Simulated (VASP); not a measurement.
# Mo (P6/mmm) in VASP: further runs, part 2 of 2

VASP 6.6.1.

### 6 Single point, r2SCAN

The input, POSCAR:

```
Mo
1.0
    2.7488179334      0.0000000000      0.0000000000
   -1.3744089667      2.3805461607      0.0000000000
    0.0000000000      0.0000000000      2.5339005368
Mo
1
Direct
    0.0000000000      0.0000000000      0.5000000000
```

The input, INCAR.step1:

```
SYSTEM = Mo
ALGO = Normal
EDIFF = 1E-4
ENCUT = 520
GGA = PE
ISMEAR = 0
LASPH = .True.
LCHARG = .False.
LREAL = .False.
LWAVE = .True.
NBANDS = 13
NELM = 60
PREC = Accurate
SIGMA = 0.1
```

The input, INCAR.step2:

```
SYSTEM = Mo
ALGO = Normal
EDIFF = 1E-6
ENCUT = 520
ISIF = 2
ISMEAR = 0
ISTART = 1
LASPH = .True.
LCHARG = .True.
LELF = .True.
LMIXTAU = .True.
LREAL = .False.
LVHAR = .True.
LWAVE = .False.
METAGGA = R2SCAN
NBANDS = 13
NELM = 60
PREC = Accurate
SIGMA = 0.1
```

The input, KPOINTS:

```
k-points
0
Gamma
  18 18 16
  0 0 0
```

Potentials or basis: VASP PAW PBE potentials, release 64 (Mo_sv).

Launch:

```
cat potpaw_PBE.64/Mo_sv/POTCAR > POTCAR
cp INCAR.step1 INCAR
mpirun -np 1 vasp_std > vasp.out
cp INCAR.step2 INCAR
mpirun -np 1 vasp_std > vasp.out
```

OUTCAR:

```text
SYSTEM = Mo
   EDIFF = 1E-6
   ENCUT = 520
   ISIF = 2
   ISMEAR = 0
   ISTART = 1
   LASPH = .True.
   LREAL = .False.
   METAGGA = R2SCAN
   NELM = 60
   PREC = Accurate

 ion  position               nearest neighbor table
   1  0.000  0.000  0.500-

  LATTYP: Found a hexagonal cell.
 ALAT       =     2.7488179334
 C/A-ratio  =     0.9218146120

  Lattice vectors:

 A1 = (   2.7488179334,   0.0000000000,   0.0000000000)
 A2 = (  -1.3744089667,   2.3805461607,   0.0000000000)
 A3 = (   0.0000000000,   0.0000000000,   2.5339005368)

Analysis of symmetry for initial positions (statically):
=====================================================================
 Subroutine PRICEL returns:
 Original cell was already a primitive cell.

 Routine SETGRP: Setting up the symmetry group for a
 hexagonal supercell.

 Subroutine GETGRP returns: Found 24 space group operations
 (whereof 24 operations were pure point group operations)
 out of a pool of 24 trial point group operations.

The static configuration has the point symmetry D_6h.

Analysis of symmetry for dynamics (positions and initial velocities):
=====================================================================
 Subroutine PRICEL returns:
 Original cell was already a primitive cell.

 Routine SETGRP: Setting up the symmetry group for a
 hexagonal supercell.

 Subroutine GETGRP returns: Found 24 space group operations
 (whereof 24 operations were pure point group operations)
 out of a pool of 24 trial point group operations.

The dynamic configuration has the point symmetry D_6h.

 Subroutine INISYM returns: Found 24 space group operations
 (whereof 24 operations are pure point group operations),
 and found     1 'primitive' translations

----------------------------------------------------------------------------------------

                                     Primitive cell

  volume of cell :      16.5811

  direct lattice vectors                    reciprocal lattice vectors
     2.748817933  0.000000000  0.000000000     0.363792737  0.210035835  0.000000000
    -1.374408967  2.380546161  0.000000000     0.000000000  0.420071669  0.000000000
     0.000000000  0.000000000  2.533900537     0.000000000  0.000000000  0.394648482

  length of vectors
     2.748817933  2.748817933  2.533900537     0.420071669  0.420071669  0.394648482

  position of ions in fractional coordinates (direct lattice)
     0.000000000  0.000000000  0.500000000

  ion indices of the primitive-cell ions
   primitive index   ion index
                 1           1

----------------------------------------------------------------------------------------

 KPOINTS: k-points

Automatic generation of k-mesh.
 Grid dimensions read from file:
 generate k-points for:   18   18   16

 Generating k-lattice:

  Cartesian coordinates                     Fractional coordinates (reciprocal lattice)
     0.020210708  0.011668657  0.000000000     0.055555556  0.000000000  0.000000000
     0.000000000  0.023337315  0.000000000     0.000000000  0.055555556  0.000000000
     0.000000000  0.000000000  0.024665530     0.000000000  0.000000000  0.062500000

  Length of vectors
     0.023337315  0.023337315  0.024665530

  Shift w.r.t. Gamma in fractional coordinates (k-lattice)
     0.000000000  0.000000000  0.000000000

 Subroutine IBZKPT returns following result:
 ===========================================

 Found    333 irreducible k-points:

 Following reciprocal coordinates:
            Coordinates               Weight
  0.000000  0.000000  0.000000      1.000000
  0.055556 -0.000000  0.000000      6.000000
  0.111111 -0.000000  0.000000      6.000000
  0.166667 -0.000000  0.000000      6.000000
  0.222222 -0.000000  0.000000      6.000000
  0.277778  0.000000  0.000000      6.000000
[... 16 lines left out ...]
  0.333333  0.111111  0.000000     12.000000
  0.388889  0.111111  0.000000     12.000000
 [... further k-points ...]
   k-points           NKPTS =    333   k-points in BZ     NKDIM =    333   number of bands    NBANDS=     13
   number of dos      NEDOS =    301   number of ions     NIONS =      1
   total plane-waves  NPLWV =   8000
   dimension x,y,z NGX =    20 NGY =   20 NGZ =   20
   dimension x,y,z NGXF=    40 NGYF=   40 NGZF=   40
   ions per type =               1
   NGX,Y,Z   is equivalent  to a cutoff of  12.10, 12.10, 13.12 a.u.
   NGXF,Y,Z  is equivalent  to a cutoff of  24.19, 24.19, 26.24 a.u.
 SYSTEM =  Mo
   PREC   = accura    normal or accurate (medium, high low for compatibility)
   ISTART =      1    job   : 0-new  1-cont  2-samecut
   ICHARG =      0    charge: 1-file 2-atom 10-const
   ISPIN  =      1    spin polarized calculation?
   LNONCOLLINEAR =      F non collinear calculations
   LSORBIT =      F    spin-orbit coupling
   LASPH  =      T    aspherical Exc in radial PAW
   ENCUT  =  520.0 eV  38.22 Ry    6.18 a.u.   5.11  5.11  4.71*2*pi/ulx,y,z
   NELM   =     60;   NELMIN=  2; NELMDL=  0     # of ELM steps
   EDIFF  = 0.1E-05   stopping-criterion for ELM
   LREAL  =      F    real-space projection
   EDIFFG = 0.1E-04   stopping-criterion for IOM
   NSW    =      0    number of steps for IOM
   IBRION =     -1    ionic relax: 0-MD 1-quasi-New 2-CG
   NFREE  =      0    steps in history (QN), initial steepest desc. (CG)
   ISIF   =      2    stress and relaxation
   ISYM   =      2    0-nonsym 1-usesym 2-fastsym
   POTIM  = 0.5000    time-step for ionic-motion
   TEBEG  =    0.0;   TEEND  =   0.0 temperature during run
   PSTRESS=    0.0 pullay stress
   NELECT =      14.0000    total number of electrons
   NUPDOWN=      -1.0000    fix difference up-down
   EMIN   =  10.00;   EMAX   =-10.00  energy-range for DOS
   EFERMI =   0.00;   METHOD = LEGACY
   ISMEAR =     0;   SIGMA  =   0.10  broadening in eV -4-tet -1-fermi 0-gaus
   EFERMI_NEDOS =   21; number of points for ismear=-14 and -15
   IALGO  =     38    algorithm
   IMIX   =      4    mixing-type and parameters
     AMIX     =   0.40;   BMIX     =  1.00
     AMIX_MAG =   1.60;   BMIX_MAG =  1.00
  volume/ion in A,a.u.               =      16.58       111.89
  Fermi-wavevector in a.u.,A,eV,Ry     =   1.547320  2.924011 32.575056  2.394199
  Thomas-Fermi vector in A             =   2.652430
   LORBIT       =      0    0 simple, 1 ext, 2 COOP (PROOUT), +10 PAW based schemes
   METAGGA = R2SCAN    functional components
   LHFCALC =     F    Hartree Fock is set to
   AEXX    =    0.0000 exact exchange contribution
   IVDW    =     0    specifies the selected vdW correction
   LEPSILON=     F    determine dielectric tensor
   LRPA    =     F    only Hartree local field effects (RPA)
 non-spin polarized calculation
 Gauss-broadening in eV      SIGMA  =   0.10
  energy-cutoff  :      520.00
  volume of cell :       16.58
 maximum number of plane-waves:       460
   NGX = 11   NGY = 11   NGZ =  9

 number of electron      14.0000004 magnetization

 Free energy of the ion-electron system (eV)
  ---------------------------------------------------
  ext. energy  EPLUGINS =         0.00000000
  ---------------------------------------------------
  free energy    TOTEN  =       -25.14351745 eV

  energy without entropy =      -25.13846144  energy(sigma->0) =      -25.14098944

 E-fermi :  11.5145     XC(G=0): -14.1356

 val. band max:       11.5139456316   @ k =   0.0000   0.0000   0.5000
 cond. band min:      11.5204830855   @ k =   0.0556   0.0556   0.3125
 fundamental gap:      0.0065374538
 Fermi energy:        11.5144604051

 k-point     1 :       0.0000    0.0000    0.0000
  band No.  band energies     occupation
      1     -51.4794      2.00000
      2     -23.9965      2.00000
      3     -23.9965      2.00000
      4     -23.8574      2.00000
      5       4.3580      2.00000
      6       6.8117      2.00000
      7      10.5791      2.00000
      8      10.5792      2.00000
      9      15.9459      0.00000
     10      15.9459      0.00000
     11      24.9661      0.00000
     12      28.6403      0.00000
     13      33.1416      0.00000
[... 353 lines left out ...]
 k-point    24 :       0.3889    0.1111    0.0000
  band No.  band energies     occupation
      1     -51.2437      2.00000
      2     -25.3303      2.00000
      3     -24.4233      2.00000
      4     -23.7040      2.00000
      5       6.8800      2.00000
      6       8.0313      2.00000
      7      11.4285      1.77612
      8      13.0387      0.00000
      9      15.0425      0.00000
     10      16.5238      0.00000
     11      22.0066      0.00000
     12      24.6806      0.00000
     13      29.8685      0.00000

 [... further k-points ...]

------------------------ aborting loop because EDIFF is reached ----------------------------------------

  FORCE on cell =-STRESS in cart. coord.  units (eV):
  Direction    XX          YY          ZZ          XY          YZ          ZX
  --------------------------------------------------------------------------------------
  -------------------------------------------------------------------------------------
  Total        0.0971383      0.0971383      0.1344047      0.0000000     -0.0000000      0.0000000
  in kB        9.3861785      9.3861785     12.9871222      0.0000000     -0.0000000      0.0000000
  external PRESSURE =      10.5864931 kB  Pullay stress =       0.0000000 kB

 VOLUME and BASIS-vectors are now :
 -----------------------------------------------------------------------------
  energy-cutoff  :      520.00
  volume of cell :       16.58
      direct lattice vectors                 reciprocal lattice vectors
     2.748817933  0.000000000  0.000000000     0.363792737  0.210035835  0.000000000
    -1.374408967  2.380546161  0.000000000     0.000000000  0.420071669  0.000000000
     0.000000000  0.000000000  2.533900537     0.000000000  0.000000000  0.394648482

 POSITION                                       TOTAL-FORCE (eV/Angst)
 -----------------------------------------------------------------------------------
      0.00000      0.00000      1.26695        -0.000000      0.000000      0.000000
 -----------------------------------------------------------------------------------
    total drift:                               -0.000000      0.000000     -0.000000

  FREE ENERGIE OF THE ION-ELECTRON SYSTEM (eV)
  ---------------------------------------------------
  free  energy   TOTEN  =       -25.1435174484 eV

  energy  without entropy=      -25.1384614384  energy(sigma->0) =      -25.14098944
```

OUTCAR.step1:

```text
SYSTEM = Mo
   EDIFF = 1E-4
   ENCUT = 520
   GGA = PE
   ISMEAR = 0
   LASPH = .True.
[... 602 lines left out ...]
 -----------------------------------------------------------------------------------
      0.00000      0.00000      1.26695         0.000000      0.000000      0.000000
 -----------------------------------------------------------------------------------
    total drift:                               -0.000000      0.000000     -0.000000

  FREE ENERGIE OF THE ION-ELECTRON SYSTEM (eV)
  ---------------------------------------------------
  free  energy   TOTEN  =       -10.0544626980 eV

  energy  without entropy=      -10.0489908481  energy(sigma->0) =      -10.05172677
```

OSZICAR.step1:

```text
N       E                     dE             d eps       ncg     rms          rms(c)
DAV:   1     0.111700446033E+03    0.11170E+03   -0.92019E+03  8759   0.112E+03
DAV:   2    -0.908168007695E+01   -0.12078E+03   -0.11668E+03  9673   0.330E+02
DAV:   3    -0.105186491189E+02   -0.14370E+01   -0.14322E+01 10218   0.369E+01
DAV:   4    -0.105229566193E+02   -0.43075E-02   -0.43074E-02  9748   0.227E+00
DAV:   5    -0.105229909997E+02   -0.34380E-04   -0.34381E-04 10373   0.173E-01    0.130E+01
DAV:   6    -0.101081305108E+02    0.41486E+00   -0.55172E-01  8803   0.875E+00    0.406E+00
DAV:   7    -0.100566277437E+02    0.51503E-01   -0.10644E-01  9603   0.366E+00    0.717E-01
DAV:   8    -0.100544209797E+02    0.22068E-02   -0.35926E-03  9008   0.756E-01    0.825E-02
DAV:   9    -0.100544626980E+02   -0.41718E-04   -0.54001E-05  6899   0.952E-02
   1 F= -.10054463E+02 E0= -.10051727E+02  d E =-.547185E-02
```

Run time: 84 s. Hardware: 1 thread of Intel Xeon 6975P-C (Granite Rapids), shared host; peak memory 0.18 GiB.

What came out:

```
Free energy            : -25.1435 eV
Pressure               : 1.1 GPa
Band gap on the k mesh : zero (band 7 reaches 12.44 eV, above the bottom of band 8 at 10.58 eV)
```

Levels at points of the mesh, in eV from the Fermi level:
| k point | band 5 | band 6 | band 7 | band 8 | band 9 | band 10 |
| --- | --- | --- | --- | --- | --- | --- |
| (0.00, 0.00, 0.00) | -7.16 | -4.70 | -0.94 | -0.94 | 4.43 | 4.43 |
| (0.50, 0.00, 0.00) | -5.16 | -3.47 | 0.92 | 1.35 | 3.78 | 4.49 |
| (0.00, 0.00, 0.50) | -3.83 | -0.03 | -0.03 | 0.00 | 0.84 | 0.84 |
| (0.50, 0.00, 0.50) | -5.55 | -3.46 | -0.45 | 4.87 | 6.20 | 6.74 |

Caveat: the PAW data sets were made with another functional, which shifts forces and pressure a little.

### 7 Single point, r2SCAN

POSCAR is that of step 6.

The input, INCAR.step1:

```
SYSTEM = Mo
PREC     = Accurate       ! precision mode
ENCUT    = 520            ! plane-wave cutoff, eV
ISMEAR   = 0              ! smearing method
SIGMA    = 0.15           ! smearing width, eV
LREAL    = .FALSE.        ! projectors in reciprocal space
LASPH    = .TRUE.         ! aspherical terms in the spheres
NELM     = 80             ! most SCF steps
NBANDS   = 13             ! bands
GGA      = PE             ! functional
ALGO     = Normal         ! electronic algorithm
EDIFF    = 1E-4           ! SCF threshold, eV
LWAVE    = .TRUE.         ! write WAVECAR
LCHARG   = .FALSE.        ! write CHGCAR
```

The input, INCAR.step2:

```
SYSTEM = Mo
PREC     = Accurate       ! precision mode
ENCUT    = 520            ! plane-wave cutoff, eV
EDIFF    = 1E-7           ! SCF threshold, eV
ISMEAR   = 0              ! smearing method
SIGMA    = 0.15           ! smearing width, eV
LREAL    = .FALSE.        ! projectors in reciprocal space
LASPH    = .TRUE.         ! aspherical terms in the spheres
NELM     = 80             ! most SCF steps
ALGO     = Normal         ! electronic algorithm
ISIF     = 2              ! what is computed and relaxed
LWAVE    = .FALSE.        ! write WAVECAR
LCHARG   = .TRUE.         ! write CHGCAR
METAGGA  = R2SCAN         ! meta-GGA
LMIXTAU  = .TRUE.       
LELF     = .TRUE.         ! ELF
LVHAR    = .TRUE.       
NBANDS   = 13             ! bands
ISTART   = 1
```

The input, KPOINTS:

```
regular mesh
0
G
  24 24 24
  0 0 0
```

Launch:

```
cat potpaw_PBE.64/Mo_sv/POTCAR > POTCAR
cp INCAR.step1 INCAR
mpirun -np 1 vasp_std > vasp.out
cp INCAR.step2 INCAR
mpirun -np 1 vasp_std > vasp.out
```

Run time: 3.8 min. Hardware: 1 thread of Intel Xeon 6975P-C (Granite Rapids), shared host; peak memory 0.26 GiB.

The run converged. Its results:

| Property | Result |
| --- | --- |
| Free energy | -25.1497 eV |
| Pressure | 0.9 GPa |
| Band gap on the k mesh | zero (band 7 reaches 12.44 eV, above the bottom of band 8 at 10.58 eV) |

Stress tensor (GPa, compression positive):
```
 1.64  0.00  0.00
 0.00  1.64  0.00
 0.00  0.00 -0.60
```

Levels at points of the mesh, in eV from the Fermi level:
```
           k point  band 3  band 4  band 5  band 6  band 7  band 8  band 9  band 10  band 11  band 12
(0.00, 0.00, 0.00)  -35.54  -35.39   -7.19   -4.73   -0.97   -0.97    4.40     4.40    13.41    17.09
(0.50, 0.00, 0.00)  -35.87  -35.24   -5.20   -3.49    0.89    1.33    3.75     4.46    10.47    14.05
(0.00, 0.00, 0.50)  -35.36  -35.36   -3.87   -0.07   -0.07   -0.03    0.81     0.81    10.77    16.87
(0.50, 0.00, 0.50)  -36.68  -35.67   -5.58   -3.50   -0.48    4.84    6.18     6.71     7.56    17.04
```

Caveat: the PAW data sets were made with another functional, which shifts forces and pressure a little.

### 8 The runs side by side

| cell | k mesh | smearing | gap on the mesh (eV) | pressure (GPa) |
| --- | --- | --- | --- | --- |
| a = 2.736, b = 2.736, c = 2.555 Å, angles 90.0, 90.0, 120.0°, 1 atom | 6 × 6 × 8 | gaussian 0.1 eV | none | 2.7 |
| a = 2.749, b = 2.749, c = 2.534 Å, angles 90.0, 90.0, 120.0°, 1 atom | 18 × 18 × 16 | gaussian 0.1 eV | none | 1.1 |
| a = 2.749, b = 2.749, c = 5.068 Å, angles 90.0, 90.0, 120.0°, 2 atoms | 12 × 12 × 8 | gaussian 0.15 eV | none | 1.0 |
| a = 2.749, b = 2.749, c = 2.534 Å, angles 90.0, 90.0, 120.0°, 1 atom | 24 × 24 × 24 | gaussian 0.15 eV | none | 0.9 |

Alike in all rows: task single point; level r2SCAN; potentials or basis VASP PAW PBE potentials, release 64 (Mo_sv); no spin polarisation; cutoff (eV) 520.

Caveats: some runs use coarse meshes; the PAW data sets were made with another functional, which shifts forces and pressure a little.

Total energies depend on the potentials used, so only differences within one code and one set of settings carry meaning.
